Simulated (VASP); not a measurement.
Here is a VASP 6.6.1 calculation.

The input INCAR:

```
PREC = Accurate
ENCUT = 500
EDIFF = 1E-6
ISMEAR = 0
SIGMA = 0.05
LREAL = False
LASPH = True
NELM = 120
ALGO = Normal
ISIF = 2
LWAVE = False
LCHARG = False
GGA = PS
NBANDS = 14
GGA_COMPAT = False
```

KPOINTS

```
Automatic mesh
0
Gamma
  10 10 10
```

POSCAR

```
Rh
1.0
    2.5729927799      0.0000000000      0.0000000000
    1.2864963900      2.2282771112      0.0000000000
    1.2864963900      0.7427590371      2.1008398075
Rh
1
Direct
    0.0000000000      0.0000000000      0.0000000000
```

Potentials or basis: VASP PAW PBE potentials, release 64 (Rh_pv).

Launch:

```sh
$ cat potpaw_PBE.64/Rh_pv/POTCAR > POTCAR
$ mpirun -np 1 vasp_std > vasp.out
```

Question: Predict the pressure.

Answer: 45.0 GPa.

Caveat: the PAW data sets were made with another functional, which shifts forces and pressure a little.
